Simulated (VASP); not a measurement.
# KCl in VASP: notebook, part 3 of 3

VASP 6.6.1. The steps go on from the part before.

## Step 5: Electric field gradients, LDA (29.55 Å³/atom)

This run uses another cell than the first one, of 29.55 Å³/atom.

The input, INCAR:

```
SYSTEM = KCl
ALGO = Normal
EDIFF = 1E-8
ENCUT = 520
ISIF = 2
ISMEAR = -1
LASPH = .TRUE.
LCHARG = .FALSE.
LEFG = .TRUE.
LREAL = .FALSE.
LWAVE = .FALSE.
NBANDS = 15
NELM = 80
PREC = Accurate
SIGMA = 0.03
```

The input, KPOINTS:

```
k-points
0
G
  7 7 7
  0 0 0
```

The input, POSCAR:

```
KCl
1.0
    0.0000000000      3.0916717177      3.0916717177
    3.0916717177      0.0000000000      3.0916717177
    3.0916717177      3.0916717177      0.0000000000
K Cl
1 1
Direct
    0.0000000000      0.0000000000      0.0000000000
    0.5000000000      0.5000000000      0.5000000000
```

Potentials or basis: VASP PAW LDA potentials, release 64 (K_sv, Cl).

Command:

```
$ cat potpaw_LDA.64/K_sv/POTCAR potpaw_LDA.64/Cl/POTCAR > POTCAR
$ mpirun -np 1 vasp_std > vasp.out
```

OUTCAR:

```text
SYSTEM = KCl
   EDIFF = 1E-8
   ENCUT = 520
   ISIF = 2
   ISMEAR = -1
   LASPH = .TRUE.
   LREAL = .FALSE.
   NELM = 80
   PREC = Accurate

 ion  position               nearest neighbor table
   1  0.000  0.000  0.000-   2 3.09   2 3.09   2 3.09   2 3.09   2 3.09   2 3.09
   2  0.500  0.500  0.500-   1 3.09   1 3.09   1 3.09   1 3.09   1 3.09   1 3.09

  LATTYP: Found a face centered cubic cell.
 ALAT       =     6.1833434354

  Lattice vectors:

 A1 = (   0.0000000000,   3.0916717177,   3.0916717177)
 A2 = (   3.0916717177,   0.0000000000,   3.0916717177)
 A3 = (   3.0916717177,   3.0916717177,   0.0000000000)

Analysis of symmetry for initial positions (statically):
=====================================================================
 Subroutine PRICEL returns:
 Original cell was already a primitive cell.

 Routine SETGRP: Setting up the symmetry group for a
 face centered cubic supercell.

 Subroutine GETGRP returns: Found 48 space group operations
 (whereof 48 operations were pure point group operations)
 out of a pool of 48 trial point group operations.

The static configuration has the point symmetry O_h .

Analysis of symmetry for dynamics (positions and initial velocities):
=====================================================================
 Subroutine PRICEL returns:
 Original cell was already a primitive cell.

 Routine SETGRP: Setting up the symmetry group for a
 face centered cubic supercell.

 Subroutine GETGRP returns: Found 48 space group operations
 (whereof 48 operations were pure point group operations)
 out of a pool of 48 trial point group operations.

The dynamic configuration has the point symmetry O_h .

 Subroutine INISYM returns: Found 48 space group operations
 (whereof 48 operations are pure point group operations),
 and found     1 'primitive' translations

----------------------------------------------------------------------------------------

                                     Primitive cell

  volume of cell :      59.1031

  direct lattice vectors                    reciprocal lattice vectors
     0.000000000  3.091671718  3.091671718    -0.161724803  0.161724803  0.161724803
     3.091671718  0.000000000  3.091671718     0.161724803 -0.161724803  0.161724803
     3.091671718  3.091671718  0.000000000     0.161724803  0.161724803 -0.161724803

  length of vectors
     4.372284074  4.372284074  4.372284074     0.280115576  0.280115576  0.280115576

  position of ions in fractional coordinates (direct lattice)
     0.000000000  0.000000000  0.000000000
     0.500000000  0.500000000  0.500000000

  ion indices of the primitive-cell ions
   primitive index   ion index
                 1           1
                 2           2

----------------------------------------------------------------------------------------

 KPOINTS: k-points

[... 78 lines left out ...]
   EFERMI_NEDOS =   21; number of points for ismear=-14 and -15
   IALGO  =     38    algorithm
   IMIX   =      4    mixing-type and parameters
     AMIX     =   0.40;   BMIX     =  1.00
     AMIX_MAG =   1.60;   BMIX_MAG =  1.00
  volume/ion in A,a.u.               =      29.55       199.42
  Fermi-wavevector in a.u.,A,eV,Ry     =   1.059038  2.001291 15.259764  1.121561
  Thomas-Fermi vector in A             =   2.194369
   LORBIT       =      0    0 simple, 1 ext, 2 COOP (PROOUT), +10 PAW based schemes
   GGA     = CA    functional components
   LHFCALC =     F    Hartree Fock is set to
   AEXX    =    0.0000 exact exchange contribution
   IVDW    =     0    specifies the selected vdW correction
   LEPSILON=     F    determine dielectric tensor
   LRPA    =     F    only Hartree local field effects (RPA)
 non-spin polarized calculation
  energy-cutoff  :      520.00
  volume of cell :       59.10
 maximum number of plane-waves:      1639
 NGX is ok and might be reduce to    36
   NGX = 17   NGY = 17   NGZ = 17

 number of electron      16.0000002 magnetization

 Free energy of the ion-electron system (eV)
  ---------------------------------------------------
  ext. energy  EPLUGINS =         0.00000000
  ---------------------------------------------------
  free energy    TOTEN  =        -7.39905975 eV

  energy without entropy =       -7.39905975  energy(sigma->0) =       -7.39905975

 E-fermi :  -1.1819     XC(G=0):  -8.3304

 val. band max:       -1.8618240874   @ k =   0.0000   0.0000   0.0000
 cond. band min:       3.0640913929   @ k =   0.0000   0.0000   0.0000
 fundamental gap:      4.9259154803
 Fermi energy:        -1.1818855596

 k-point     1 :       0.0000    0.0000    0.0000
  band No.  band energies     occupation
      1     -28.5742      2.00000
      2     -13.9517      2.00000
      3     -12.2736      2.00000
      4     -12.2736      2.00000
      5     -12.2736      2.00000
      6      -1.8618      2.00000
      7      -1.8618      2.00000
      8      -1.8618      2.00000
      9       3.0641      0.00000
     10       6.2416      0.00000
     11       6.2416      0.00000
     12       6.2416      0.00000
     13       7.2084      0.00000
     14       7.2084      0.00000
[... 329 lines left out ...]
      2     -13.9639      2.00000
      3     -12.4153      2.00000
      4     -12.3668      2.00000
      5     -12.1671      2.00000
      6      -2.5364      2.00000
      7      -2.4304      2.00000
      8      -2.2815      2.00000
      9       5.5679      0.00000
     10       6.3242      0.00000
     11       7.5823      0.00000
     12       8.0075      0.00000
     13       9.5024      0.00000
     14       9.6456      0.00000
     15      10.5170      0.00000

------------------------ aborting loop because EDIFF is reached ----------------------------------------

  FORCE on cell =-STRESS in cart. coord.  units (eV):
  Direction    XX          YY          ZZ          XY          YZ          ZX
  --------------------------------------------------------------------------------------
  -------------------------------------------------------------------------------------
  Total       -0.3880285     -0.3880285     -0.3880285      0.0000000     -0.0000000     -0.0000000
  in kB      -10.5187479    -10.5187479    -10.5187479      0.0000000     -0.0000000     -0.0000000
  external PRESSURE =     -10.5187479 kB  Pullay stress =       0.0000000 kB

 VOLUME and BASIS-vectors are now :
 -----------------------------------------------------------------------------
  energy-cutoff  :      520.00
  volume of cell :       59.10
      direct lattice vectors                 reciprocal lattice vectors
     0.000000000  3.091671718  3.091671718    -0.161724803  0.161724803  0.161724803
     3.091671718  0.000000000  3.091671718     0.161724803 -0.161724803  0.161724803
     3.091671718  3.091671718  0.000000000     0.161724803  0.161724803 -0.161724803

 POSITION                                       TOTAL-FORCE (eV/Angst)
 -----------------------------------------------------------------------------------
      0.00000      0.00000      0.00000        -0.000000      0.000000     -0.000000
      3.09167      3.09167      3.09167         0.000000     -0.000000      0.000000
 -----------------------------------------------------------------------------------
    total drift:                                0.000000      0.000000      0.000000

  FREE ENERGIE OF THE ION-ELECTRON SYSTEM (eV)
  ---------------------------------------------------
  free  energy   TOTEN  =        -7.3990597466 eV

  energy  without entropy=       -7.3990597466  energy(sigma->0) =       -7.39905975

 Electric field gradients (V/A^2)
---------------------------------------------------------------------
 ion       V_xx      V_yy      V_zz      V_xy      V_xz      V_yz
---------------------------------------------------------------------
   1       0.000    -0.000     0.000     0.000     0.000     0.000
   2       0.000     0.000    -0.000    -0.001    -0.001    -0.001
---------------------------------------------------------------------

 Electric field gradients after diagonalization (V/A^2)
 (convention: |V_zz| > |V_xx| > |V_yy|)
----------------------------------------------------------------------
 ion       V_xx      V_yy      V_zz     asymmetry (V_yy - V_xx)/ V_zz
----------------------------------------------------------------------
   1      -0.000    -0.000     0.000       0.000
   2       0.001     0.001    -0.002       0.000
----------------------------------------------------------------------

           NMR quadrupolar parameters

 Cq : quadrupolar parameter    Cq=e*Q*V_zz/h
 eta: asymmetry parameters     (V_yy - V_xx)/ V_zz
 Q  : nuclear electric quadrupole moment in mb (millibarn)
----------------------------------------------------------------------
 ion       Cq(MHz)       eta       Q (mb)
----------------------------------------------------------------------
   1       0.000       0.000       1.000
   2      -0.000       0.000       1.000
----------------------------------------------------------------------
```

stdout:

```text
POSCAR found type information on POSCAR K Cl
 POSCAR found :  2 types and       2 ions
 scaLAPACK will be used
 LDA part: xc-table for (Slater(with rela. corr.)+CA(PZ))
 , standard interpolation
 POSCAR, INCAR and KPOINTS ok, starting setup
 FFT: planning ... GRIDC
 FFT: planning ... GRID_SOFT
 FFT: planning ... GRID
 WAVECAR not read
 entering main loop
ion   1

ion   2
```

It took 44 s on 1 thread of AMD EPYC 7R13, shared host; peak memory 0.14 GiB.

What came out:

| Quantity | Value |
| --- | --- |
| Free energy | -7.3991 eV |
| Pressure | -1.1 GPa |
| Band gap on the k mesh | 4.93 eV |
| Largest electric field gradient by atom | zero within the noise of the run |

Levels at points of the mesh, in eV from the valence-band top:
```
           k point  band 6  band 7  band 8  band 9  band 10  band 11
(0.00, 0.00, 0.00)    0.00    0.00    0.00    4.93     8.10     8.10
```

## Step 6: Electric field gradients, LDA (30.18 Å³/atom)

This run uses another cell than the first one, of 30.18 Å³/atom.

The input, INCAR:

```
SYSTEM = KCl
  PREC = Accurate
  ENCUT = 520
  EDIFF = 1E-8
  ISMEAR = -1
  SIGMA = 0.03
  LREAL = .FALSE.
  LASPH = .TRUE.
  NELM = 60
  ALGO = Normal
  ISIF = 2
  LWAVE = .FALSE.
  LCHARG = .FALSE.
  GGA = CA
  LEFG = .TRUE.
  NBANDS = 15
```

The input, KPOINTS:

```
Automatic mesh
0
G
  7 7 7
  0 0 0
```

The input, POSCAR:

```
KCl
1.0
    0.0000000000      3.1134447711      3.1134447711
    3.1134447711      0.0000000000      3.1134447711
    3.1134447711      3.1134447711      0.0000000000
K Cl
1 1
Direct
    0.0000000000      0.0000000000      0.0000000000
    0.5000000000      0.5000000000      0.5000000000
```

Potentials or basis: VASP PAW LDA potentials, release 64 (K_sv, Cl).

Command:

```
$ cat potpaw_LDA.64/K_sv/POTCAR potpaw_LDA.64/Cl/POTCAR > POTCAR
$ mpirun -np 1 vasp_std > vasp.out
```

OUTCAR:

```text
SYSTEM = KCl
   PREC = Accurate
   ENCUT = 520
   EDIFF = 1E-8
   ISMEAR = -1
   LREAL = .FALSE.
   LASPH = .TRUE.
   NELM = 60
   ISIF = 2
   GGA = CA

 ion  position               nearest neighbor table
   1  0.000  0.000  0.000-   2 3.11   2 3.11   2 3.11   2 3.11   2 3.11   2 3.11
   2  0.500  0.500  0.500-   1 3.11   1 3.11   1 3.11   1 3.11   1 3.11   1 3.11

  LATTYP: Found a face centered cubic cell.
 ALAT       =     6.2268895422

  Lattice vectors:

 A1 = (   0.0000000000,   3.1134447711,   3.1134447711)
[... 566 lines left out ...]
  ---------------------------------------------------
  free  energy   TOTEN  =        -7.3896454940 eV

  energy  without entropy=       -7.3896454940  energy(sigma->0) =       -7.38964549

 Electric field gradients (V/A^2)
---------------------------------------------------------------------
 ion       V_xx      V_yy      V_zz      V_xy      V_xz      V_yz
---------------------------------------------------------------------
   1       0.000    -0.000     0.000    -0.000    -0.000    -0.000
   2       0.000    -0.000     0.000    -0.001    -0.001    -0.001
---------------------------------------------------------------------

 Electric field gradients after diagonalization (V/A^2)
 (convention: |V_zz| > |V_xx| > |V_yy|)
----------------------------------------------------------------------
 ion       V_xx      V_yy      V_zz     asymmetry (V_yy - V_xx)/ V_zz
----------------------------------------------------------------------
   1       0.000     0.000    -0.000       0.000
   2       0.001     0.001    -0.001       0.000
----------------------------------------------------------------------

           NMR quadrupolar parameters

 Cq : quadrupolar parameter    Cq=e*Q*V_zz/h
 eta: asymmetry parameters     (V_yy - V_xx)/ V_zz
 Q  : nuclear electric quadrupole moment in mb (millibarn)
----------------------------------------------------------------------
 ion       Cq(MHz)       eta       Q (mb)
----------------------------------------------------------------------
   1      -0.000       0.000       1.000
   2      -0.000       0.000       1.000
----------------------------------------------------------------------
```

OSZICAR:

```text
N       E                     dE             d eps       ncg     rms          rms(c)
DAV:   1     0.107328997938E+03    0.10733E+03   -0.71354E+03   600   0.963E+02
DAV:   2    -0.813974319538E+00   -0.10814E+03   -0.99048E+02   776   0.254E+02
DAV:   3    -0.742501219384E+01   -0.66110E+01   -0.65705E+01   831   0.535E+01
DAV:   4    -0.767650027780E+01   -0.25149E+00   -0.25144E+00   908   0.104E+01
DAV:   5    -0.767865845138E+01   -0.21582E-02   -0.21581E-02   838   0.108E+00    0.362E+00
DAV:   6    -0.741677712683E+01    0.26188E+00   -0.35740E-01   726   0.323E+00    0.290E+00
DAV:   7    -0.739011422803E+01    0.26663E-01   -0.59582E-02   817   0.154E+00    0.167E+00
DAV:   8    -0.738955428128E+01    0.55995E-03   -0.10283E-02   826   0.776E-01    0.234E-01
DAV:   9    -0.738953451675E+01    0.19765E-04   -0.46797E-04   789   0.129E-01    0.799E-02
DAV:  10    -0.738964418240E+01   -0.10967E-03   -0.71058E-05   699   0.597E-02    0.102E-02
DAV:  11    -0.738964509835E+01   -0.91595E-06   -0.33525E-06   917   0.123E-02    0.491E-03
DAV:  12    -0.738964554323E+01   -0.44488E-06   -0.13301E-06   705   0.778E-03    0.360E-03
DAV:  13    -0.738964549261E+01    0.50622E-07   -0.16599E-07   789   0.287E-03    0.672E-04
DAV:  14    -0.738964549398E+01   -0.13702E-08   -0.10656E-08   629   0.777E-04
   1 F= -.73896455E+01 E0= -.73896455E+01  d E =-.103795E-11
```

It took 45 s on 1 thread of AMD EPYC 7R13, shared host; peak memory 0.15 GiB.

What came out:

```
Free energy                             : -7.3896 eV
Pressure                                : -1.4 GPa
Band gap on the k mesh                  : 4.85 eV
Largest electric field gradient by atom : zero within the noise of the run
```

Levels at points of the mesh, in eV from the valence-band top:
```csv
k point,band 6,band 7,band 8,band 9,band 10,band 11
"(0.00, 0.00, 0.00)",0.00,0.00,0.00,4.85,8.10,8.10
```

## Step 7: Overview

| cell | gap on the mesh (eV) | pressure (GPa) |
| --- | --- | --- |
| a = 4.441 Å, angles 60.7°, 2 atoms | 4.70 | -2.0 |
| a = 4.508 Å, angles 58.7°, 2 atoms | 4.69 | -2.0 |
| a = 4.372 Å, angles 60.0°, 2 atoms | 4.93 | -1.1 |
| a = 4.403 Å, angles 60.0°, 2 atoms | 4.85 | -1.4 |

Alike in all rows: task electric field gradients; level LDA; potentials or basis VASP PAW LDA potentials, release 64 (K_sv, Cl); no spin polarisation; k mesh 7 × 7 × 7; cutoff (eV) 520; smearing fermi-dirac 0.03 eV.

Caveats: an odd mesh through Γ misses points on the zone boundary, where band edges can lie (at least some runs).

Total energies depend on the potentials used, so only differences within one code and one set of settings carry meaning.
